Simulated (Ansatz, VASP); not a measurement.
# H3C18N in VASP and in Ansatz

```
C N H
1.0
     7.39800    0.00000    0.00000
    -3.69900    6.40686    0.00000
     0.00000    0.00000   13.00000
C N H
18 1 3
Direct
  0.99302 0.99521 0.04902
  0.21543 0.10640 0.04905
  0.99199 0.32988 0.04904
  0.21644 0.44209 0.04904
  0.99430 0.66416 0.04901
  0.21411 0.77412 0.04904
  0.32535 0.99651 0.04904
  0.54984 0.10880 0.04902
  0.32767 0.33089 0.04901
  0.54759 0.44079 0.04892
  0.32634 0.66190 0.04905
  0.54881 0.77313 0.04904
  0.66107 0.99761 0.04905
  0.88083 0.10747 0.04904
  0.65984 0.32864 0.04898
  0.88212 0.43982 0.04901
  0.65879 0.66321 0.04893
  0.88319 0.77538 0.04898
  0.68255 0.56416 0.32016
  0.56763 0.44530 0.36227
  0.73025 0.69722 0.36245
  0.61093 0.57959 0.25594
```

Alike in both runs: functional PBEsol; k mesh 2 × 2 × 1; occupations gaussian, width 0.02 eV; no spin polarisation.

Ansatz relaxed the structure, and its values are those at the end. VASP's run is a single point on that final structure, the one shown.

```csv
,VASP,Ansatz
version,VASP 6.6.1,Ansatz 0.2.0
potentials or method,"VASP PAW PBE potentials, release 64 (C, N, H), cutoff 520 eV","scalar-relativistic, plane waves, PAW"
valence electrons in the cell,80,80
```

```csv
,VASP,Ansatz,Ansatz less VASP
gap on the k mesh at the Fermi level (eV),0.21,0.21,0.000
rms of the force components (eV/Å),0.012,0.010,-0.0018
```

VASP's potentials were made for PBE, not for PBEsol. Ansatz's warnings: xc potential rough in thin density.

The k mesh is coarse, so the values compare programs but aren't converged.
